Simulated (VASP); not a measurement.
## Zn18HS17 (a cell with a defect): electric field gradients with PBE

System: Zn18HS17 (a cell with a defect).

```
Zn S H
1.0
     5.71800    3.30129    0.00000
    -5.71800    3.30129    0.00000
     0.00000    0.00000   18.68999
Zn S H
18 17 1
Direct
  0.00000 0.00000 0.00000
  0.33333 0.66667 0.00000
  0.66667 0.33333 0.00000
  0.00000 0.00000 0.50000
  0.33333 0.66667 0.50000
  0.66667 0.33333 0.50000
  0.33333 0.33333 0.16667
  0.66667 0.00000 0.16667
  0.00000 0.66667 0.16667
  0.33333 0.00000 0.66667
  0.66667 0.66667 0.66667
  0.00000 0.33333 0.66667
  0.33333 0.00000 0.33333
  0.66667 0.66667 0.33333
  0.00000 0.33333 0.33333
  0.33333 0.33333 0.83333
  0.66667 0.00000 0.83333
  0.00000 0.66667 0.83333
  0.00000 0.00000 0.12500
  0.33333 0.66667 0.12500
  0.66667 0.33333 0.12500
  0.00000 0.00000 0.62500
  0.33333 0.66667 0.62500
  0.66667 0.33333 0.62500
  0.66667 0.00000 0.29167
  0.00000 0.66667 0.29167
  0.33333 0.00000 0.79167
  0.66667 0.66667 0.79167
  0.00000 0.33333 0.79167
  0.33333 0.00000 0.45833
  0.66667 0.66667 0.45833
  0.00000 0.33333 0.45833
  0.33333 0.33333 0.95833
  0.66667 0.00000 0.95833
  0.00000 0.66667 0.95833
  0.33333 0.33333 0.29167
```

```json
{
  "Program": "VASP 6.6.1",
  "Task": "electric field gradients",
  "Functional": "PBE",
  "Potentials or basis": "VASP PAW PBE potentials, release 64 (Zn, S, H)",
  "Cutoff": "520 eV",
  "k mesh": "3 × 3 × 1",
  "Occupations": "fermi-dirac, width 0.01 eV",
  "Spin": "no spin polarisation",
  "Dipole correction": "no",
  "Charge": "1",
  "Further INCAR settings": "LREAL = Auto; ALGO = Normal; EDIFF = 1e-08; NBANDS = 184; NELECT = 318.0"
}
```

```yaml
Largest_force: 0.662 eV/Å
Largest_electric_field_gradient_by_atom: Zn +13.8, -11.2, +90.9, +9.4, -2.3, +83.8, +5.1, +5.8 (each value once); S +20.8, +16.3, -39.3, +6.3, +31.4, -1.3, -0.1 (each value once); H -0.1 V/Å²
```

Forces on the atoms (eV/Å):
```
Zn   0.000  0.044 -0.419
Zn   0.038 -0.022 -0.419
Zn  -0.038 -0.022 -0.419
Zn   0.000  0.058  0.359
Zn   0.051 -0.029  0.359
Zn  -0.051 -0.029  0.359
Zn   0.000  0.000 -0.308
Zn   0.000  0.000 -0.323
Zn   0.000  0.000 -0.323
Zn   0.005 -0.003  0.143
Zn   0.000  0.005  0.143
Zn  -0.005 -0.003  0.143
Zn  -0.069  0.040  0.433
Zn   0.000 -0.079  0.433
Zn   0.069  0.040  0.433
Zn   0.000  0.000 -0.130
Zn   0.000  0.000 -0.154
Zn   0.000  0.000 -0.154
S    0.000  0.145  0.646
S    0.125 -0.072  0.646
S   -0.125 -0.072  0.646
S    0.000 -0.023 -0.249
S   -0.020  0.011 -0.249
S    0.020  0.011 -0.249
S    0.000  0.000 -0.169
S    0.000  0.000 -0.169
S    0.002 -0.001 -0.011
S    0.000  0.002 -0.011
S   -0.002 -0.001 -0.011
S   -0.231  0.133 -0.580
S    0.000 -0.267 -0.580
S    0.231  0.133 -0.580
S    0.000  0.000  0.193
S    0.000  0.000  0.258
S    0.000  0.000  0.258
H    0.000  0.000  0.048
```

Levels at points of the mesh, in eV from the Fermi level:
```
           k point  band 155  band 156  band 157  band 158  band 159  band 160  band 161  band 162  band 163  band 164
(0.00, 0.00, 0.00)     -0.75     -0.64     -0.64     -0.26     -0.26      1.68      1.75      2.04      2.04      2.61
```

Electric field gradients, principal values (V/Å²):
```
 atom    least   middle  greatest (by size)
 1 Zn   -6.803   -6.999              13.802
 2 Zn   -6.807   -6.987              13.794
 3 Zn   -6.807   -6.987              13.794
 4 Zn    3.131    8.082             -11.213
 5 Zn    3.126    8.094             -11.220
 6 Zn    3.126    8.094             -11.220
 7 Zn  -45.429  -45.431              90.860
 8 Zn   -4.709   -4.717               9.427
 9 Zn   -4.709   -4.717               9.427
10 Zn    1.053    1.287              -2.341
11 Zn    1.056    1.288              -2.344
12 Zn    1.053    1.287              -2.341
13 Zn  -35.840  -47.942              83.782
14 Zn  -35.839  -47.944              83.784
15 Zn  -35.840  -47.942              83.782
16 Zn   -2.529   -2.531               5.060
17 Zn   -2.917   -2.925               5.843
18 Zn   -2.917   -2.925               5.843
 19 S   -7.084  -13.727              20.811
 20 S   -7.084  -13.728              20.811
 21 S   -7.084  -13.728              20.811
 22 S   -8.094   -8.239              16.333
 23 S   -8.095   -8.239              16.333
 24 S   -8.095   -8.239              16.333
 25 S   19.654   19.655             -39.309
 26 S   19.654   19.655             -39.309
 27 S   -3.132   -3.164               6.296
 28 S   -3.131   -3.165               6.296
 29 S   -3.132   -3.164               6.296
 30 S  -15.228  -16.179              31.407
 31 S  -15.227  -16.179              31.407
 32 S  -15.228  -16.179              31.407
 33 S    0.657    0.657              -1.314
 34 S    0.027    0.028              -0.055
 35 S    0.027    0.028              -0.055
 36 H    0.044    0.045              -0.089
```

Run time: 37 min on 1 thread of Oxide Virtual Turin-like Processor, on a shared host, peak memory 0.8 GiB.

Caveat: the cell carries a net charge on a neutralising background, which shifts energy and pressure; the cell is charged against a uniform background, so pressure and absolute levels hang on convention; without QUAD_EFG the Cq values of the log hold for a quadrupole moment of 1 mb, not for the nuclei.
